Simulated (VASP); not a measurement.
# AlN (Cmc2_1) in VASP: further runs, part 2 of 2

VASP 6.6.1. The steps go on from the part before.

## 3. Single point, LDA

This run uses another cell than the first one, of 9.71 Å³/atom, 1.026 times its volume.

File INCAR:

```
ALGO = Normal
EDIFF = 1E-7
ENCUT = 520
ISIF = 2
ISMEAR = 0
LASPH = True
LCHARG = False
LREAL = False
LWAVE = False
NBANDS = 16
NELM = 100
PREC = Accurate
SIGMA = 0.05
```

File KPOINTS:

```
k-points
0
Gamma
  9 9 6
```

File POSCAR:

```
AlN
1.0
    3.0371604035      0.0000000000      0.0000000000
   -1.5185802018      2.6302580648      0.0000000000
    0.0000000000      0.0000000000      4.8612078838
Al N
2 2
Direct
    0.3429784478      0.6859568955      0.0015212672
    0.6570215522      0.3140431045      0.5015212672
    0.3247266867      0.6494533735      0.3834787328
    0.6752733133      0.3505466265      0.8834787328
```

Potentials or basis: VASP PAW LDA potentials, release 64 (Al, N).

Started as:

```bash
> cat potpaw_LDA.64/Al/POTCAR potpaw_LDA.64/N/POTCAR > POTCAR
> mpirun -np 1 vasp_std > vasp.out
```

OUTCAR:

```text
EDIFF = 1E-7
   ENCUT = 520
   ISIF = 2
   ISMEAR = 0
   LASPH = True
   LREAL = False
   NELM = 100
   PREC = Accurate

 ion  position               nearest neighbor table
   1  0.343  0.686  0.002-   4 1.84   4 1.85   4 1.85   3 1.86   2 2.94   2 2.94   2 3.03   2 3.03
                             2 3.03   2 3.03
   2  0.657  0.314  0.502-   3 1.84   3 1.85   3 1.85   4 1.86   1 2.94   1 2.94   1 3.03   1 3.03
                             1 3.03   1 3.03
   3  0.325  0.649  0.383-   2 1.84   2 1.85   2 1.85   1 1.86
   4  0.675  0.351  0.883-   1 1.84   1 1.85   1 1.85   2 1.86

  LATTYP: Found a hexagonal cell.
 ALAT       =     3.0371604035
 C/A-ratio  =     1.6005766038

  Lattice vectors:

 A1 = (   3.0371604035,   0.0000000000,   0.0000000000)
 A2 = (  -1.5185802018,   2.6302580648,   0.0000000000)
 A3 = (   0.0000000000,   0.0000000000,   4.8612078838)

Analysis of symmetry for initial positions (statically):
=====================================================================
 Subroutine PRICEL returns:
[... 173 lines left out ...]
  free energy    TOTEN  =       -32.73949189 eV

  energy without entropy =      -32.73949189  energy(sigma->0) =      -32.73949189

 E-fermi :   6.9259     XC(G=0): -11.5672

 val. band max:        6.6405112761   @ k =   0.0000   0.0000   0.0000
 cond. band min:      11.4894679542   @ k =   0.0000   0.0000   0.0000
 fundamental gap:      4.8489566781
 Fermi energy:         6.9258614143

 k-point     1 :       0.0000    0.0000    0.0000
  band No.  band energies     occupation
      1      -8.8670      2.00000
      2      -6.4058      2.00000
      3       0.2333      2.00000
      4       5.6863      2.00000
      5       5.7372      2.00000
      6       6.2929      2.00000
[... 433 lines left out ...]
      3       1.4190      2.00000
      4       2.4971      2.00000
      5       3.1480      2.00000
      6       3.3860      2.00000
[... 8 lines left out ...]
     15      19.7919      0.00000
     16      21.8021      0.00000

 [... further k-points ...]
[... 5 lines left out ...]
  --------------------------------------------------------------------------------------
  -------------------------------------------------------------------------------------
  Total        3.1364921      3.0424184      2.8936118     -0.0000000      0.0000000      0.0000000
  in kB      129.4030433    125.5218220    119.3824694     -0.0000000      0.0000000      0.0000000
  external PRESSURE =     124.7691116 kB  Pullay stress =       0.0000000 kB

 VOLUME and BASIS-vectors are now :
 -----------------------------------------------------------------------------
  energy-cutoff  :      520.00
  volume of cell :       38.83
      direct lattice vectors                 reciprocal lattice vectors
     3.037160404  0.000000000  0.000000000     0.329254918  0.190095416  0.000000000
    -1.518580202  2.630258065  0.000000000     0.000000000  0.380190831  0.000000000
     0.000000000  0.000000000  4.861207884     0.000000000  0.000000000  0.205710191

 POSITION                                       TOTAL-FORCE (eV/Angst)
 -----------------------------------------------------------------------------------
      0.00000      1.80424      0.00740         0.000000     -0.311631      0.001657
      1.51858      0.82601      2.43800        -0.000000      0.311631      0.001657
     -0.00000      1.70823      1.86417        -0.000000      0.108142     -0.001657
      1.51858      0.92203      4.29477         0.000000     -0.108142     -0.001657
 -----------------------------------------------------------------------------------
    total drift:                                0.000000      0.000000      0.000276

  FREE ENERGIE OF THE ION-ELECTRON SYSTEM (eV)
  ---------------------------------------------------
  free  energy   TOTEN  =       -32.7394918936 eV

  energy  without entropy=      -32.7394918936  energy(sigma->0) =      -32.73949189
```

stdout:

```text
POSCAR found type information on POSCAR AlN
 POSCAR found :  2 types and       4 ions
 scaLAPACK will be used
 LDA part: xc-table for (Slater(with rela. corr.)+CA(PZ))
 , standard interpolation
 POSCAR, INCAR and KPOINTS ok, starting setup
 FFT: planning ... GRIDC
 FFT: planning ... GRID_SOFT
 FFT: planning ... GRID
 WAVECAR not read
 entering main loop
```

It took 59 s on 1 thread of AMD EPYC 7R43 (Zen 3), shared host; peak memory 0.13 GiB.

Results:

| Item | Value |
| --- | --- |
| Free energy | -32.7395 eV |
| Pressure | 12.5 GPa |
| Largest force | 0.312 eV/Å |
| Band gap on the k mesh | 4.85 eV, direct |

Forces on the atoms (eV/Å):
```
Al   0.000 -0.312  0.002
Al   0.000  0.312  0.002
N    0.000  0.108 -0.002
N    0.000 -0.108 -0.002
```

A k mesh can miss the band edges. LDA gaps usually lie below the measured ones, often by a third to a half.

## 4. Single point, LDA

This run uses another cell than the first one, of 9.71 Å³/atom, 1.026 times its volume.

File INCAR:

```
SYSTEM = AlN
PREC = Accurate
ENCUT = 520
EDIFF = 1E-6
ISMEAR = 0
SIGMA = 0.05
LREAL = .FALSE.
LASPH = .TRUE.
NELM = 80
ALGO = Normal
ISIF = 2
LWAVE = .FALSE.
LCHARG = .FALSE.
GGA = CA
NBANDS = 16
```

File KPOINTS:

```
Automatic mesh
0
G
  9 9 6
  0 0 0
```

File POSCAR:

```
AlN
1.0
    3.0371604035      0.0000000000      0.0000000000
   -1.5185802018      2.6302580648      0.0000000000
    0.0000000000      0.0000000000      4.8612078838
Al N
2 2
Direct
    0.3301182952      0.6602365904      0.0015212672
    0.6698817048      0.3397634096      0.5015212672
    0.3362022155      0.6724044311      0.3834787328
    0.6637977845      0.3275955689      0.8834787328
```

Started as:

```bash
> cat potpaw_LDA.64/Al/POTCAR potpaw_LDA.64/N/POTCAR > POTCAR
> mpirun -np 1 vasp_std > vasp.out
```

It took 66 s on 1 thread of AMD EPYC 7R43 (Zen 3), shared host; peak memory 0.13 GiB.

It converged, with:

| Item | Value |
| --- | --- |
| Free energy | -32.7578 eV |
| Pressure | 12.5 GPa |
| Largest force | 0.100 eV/Å |
| Band gap on the k mesh | 4.88 eV, direct |

Forces on the atoms (eV/Å):
```
Al   0.000  0.098 -0.021
Al   0.000 -0.098 -0.021
N    0.000 -0.038  0.021
N    0.000  0.038  0.021
```

Stress tensor (GPa, compression positive):
```
12.83  0.00  0.00
 0.00 12.83  0.00
 0.00  0.00 11.95
```

Levels at points of the mesh, in eV from the valence-band top:
| k point | band 4 | band 5 | band 6 | band 7 | band 8 | band 9 | band 10 | band 11 | band 12 | band 13 |
| --- | --- | --- | --- | --- | --- | --- | --- | --- | --- | --- |
| (0.00, 0.00, 0.00) | -0.92 | -0.90 | -0.27 | -0.21 | 0.00 | 4.88 | 7.18 | 11.07 | 11.40 | 11.53 |
| (0.00, 0.00, 0.50) | -3.46 | -0.59 | -0.59 | -0.58 | -0.58 | 7.05 | 7.05 | 10.74 | 10.74 | 11.79 |

A k mesh can miss the band edges.

## 5. Single point, LDA

This run uses another cell than the first one, of 9.71 Å³/atom, 1.026 times its volume.

File INCAR:

```
SYSTEM = AlN
ALGO = Normal ; EDIFF = 1E-6
ENCUT = 520 ; ISIF = 2
ISMEAR = 0 ; LASPH = .True.
LCHARG = .False. ; LREAL = .False.
LWAVE = .False. ; NBANDS = 16
NELM = 80 ; PREC = Accurate
SIGMA = 0.05
```

File KPOINTS:

```
k-points
0
Gamma
  9 9 6
  0 0 0
```

File POSCAR:

```
AlN
1.0
    3.0371604035      0.0000000000      0.0000000000
   -1.5185802018      2.6302580648      0.0000000000
    0.0000000000      0.0000000000      4.8612078838
Al N
2 2
Direct
    0.3236882189      0.6473764378      0.0015212672
    0.6763117811      0.3526235622      0.5015212672
    0.3419399799      0.6838799599      0.3834787328
    0.6580600201      0.3161200401      0.8834787328
```

Potentials or basis: VASP PAW LDA potentials, release 64 (Al, N).

Started as:

```bash
> cat potpaw_LDA.64/Al/POTCAR potpaw_LDA.64/N/POTCAR > POTCAR
> mpirun -np 1 vasp_std > vasp.out
```

OUTCAR:

```text
SYSTEM = AlN
   EDIFF = 1E-6
   ENCUT = 520
   ISIF = 2
   ISMEAR = 0
   LASPH = .True.
   LREAL = .False.
   NELM = 80
   PREC = Accurate

 ion  position               nearest neighbor table
   1  0.324  0.647  0.002-   4 1.84   4 1.84   4 1.85   3 1.86   2 2.97   2 2.97   2 2.97   2 2.97
                             2 3.06   2 3.06
   2  0.676  0.353  0.502-   3 1.84   3 1.84   3 1.85   4 1.86   1 2.97   1 2.97   1 2.97   1 2.97
                             1 3.06   1 3.06
   3  0.342  0.684  0.383-   2 1.84   2 1.84   2 1.85   1 1.86
   4  0.658  0.316  0.883-   1 1.84   1 1.84   1 1.85   2 1.86

  LATTYP: Found a hexagonal cell.
 ALAT       =     3.0371604035
 C/A-ratio  =     1.6005766038

  Lattice vectors:

 A1 = (   3.0371604035,   0.0000000000,   0.0000000000)
 A2 = (  -1.5185802018,   2.6302580648,   0.0000000000)
 A3 = (   0.0000000000,   0.0000000000,   4.8612078838)

Analysis of symmetry for initial positions (statically):
=====================================================================
 Subroutine PRICEL returns:
 Original cell was already a primitive cell.

 Routine SETGRP: Setting up the symmetry group for a
 hexagonal supercell.

 Subroutine GETGRP returns: Found  4 space group operations
[... 169 lines left out ...]
  energy without entropy =      -32.74006494  energy(sigma->0) =      -32.74006494

 E-fermi :   6.9036     XC(G=0): -11.5673

 val. band max:        6.6405214503   @ k =   0.0000   0.0000   0.0000
 cond. band min:      11.4900173271   @ k =   0.0000   0.0000   0.0000
 fundamental gap:      4.8494958768
 Fermi energy:         6.9035558749

 k-point     1 :       0.0000    0.0000    0.0000
  band No.  band energies     occupation
      1      -8.8668      2.00000
      2      -6.4055      2.00000
      3       0.2333      2.00000
      4       5.6821      2.00000
      5       5.7433      2.00000
      6       6.2992      2.00000
[... 433 lines left out ...]
      3       1.2936      2.00000
      4       2.4766      2.00000
      5       3.2370      2.00000
      6       3.3114      2.00000
[... 8 lines left out ...]
     15      19.7458      0.00000
     16      21.9527      0.00000

 [... further k-points ...]
[... 5 lines left out ...]
  --------------------------------------------------------------------------------------
  -------------------------------------------------------------------------------------
  Total        3.1067088      3.0633876      2.8833852     -0.0000000      0.0000000      0.0000000
  in kB      128.1742675    126.3869565    118.9605506     -0.0000000      0.0000000      0.0000000
  external PRESSURE =     124.5072582 kB  Pullay stress =       0.0000000 kB

 VOLUME and BASIS-vectors are now :
 -----------------------------------------------------------------------------
  energy-cutoff  :      520.00
  volume of cell :       38.83
      direct lattice vectors                 reciprocal lattice vectors
     3.037160404  0.000000000  0.000000000     0.329254918  0.190095416  0.000000000
    -1.518580202  2.630258065  0.000000000     0.000000000  0.380190831  0.000000000
     0.000000000  0.000000000  4.861207884     0.000000000  0.000000000  0.205710191

 POSITION                                       TOTAL-FORCE (eV/Angst)
 -----------------------------------------------------------------------------------
     -0.00000      1.70277      0.00740        -0.000000      0.284099      0.001526
      1.51858      0.92749      2.43800         0.000000     -0.284099      0.001526
     -0.00000      1.79878      1.86417         0.000000     -0.119993     -0.001526
      1.51858      0.83148      4.29477        -0.000000      0.119993     -0.001526
 -----------------------------------------------------------------------------------
    total drift:                                0.000000      0.000000      0.000284

  FREE ENERGIE OF THE ION-ELECTRON SYSTEM (eV)
  ---------------------------------------------------
  free  energy   TOTEN  =       -32.7400649437 eV

  energy  without entropy=      -32.7400649437  energy(sigma->0) =      -32.74006494
```

stdout:

```text
POSCAR found type information on POSCAR AlN
 POSCAR found :  2 types and       4 ions
 scaLAPACK will be used
 LDA part: xc-table for (Slater(with rela. corr.)+CA(PZ))
 , standard interpolation
 POSCAR, INCAR and KPOINTS ok, starting setup
 FFT: planning ... GRIDC
 FFT: planning ... GRID_SOFT
 FFT: planning ... GRID
 WAVECAR not read
 entering main loop
```

It took 67 s on 1 thread of AMD EPYC 7R43 (Zen 3), shared host; peak memory 0.13 GiB.

What came out:

```yaml
Free_energy: -32.7401 eV
Pressure: 12.5 GPa
Largest_force: 0.284 eV/Å
Band_gap_on_the_k_mesh: 4.85 eV, direct
```

Forces on the atoms (eV/Å):
```
Al   0.000  0.284  0.002
Al   0.000 -0.284  0.002
N    0.000 -0.120 -0.002
N    0.000  0.120 -0.002
```
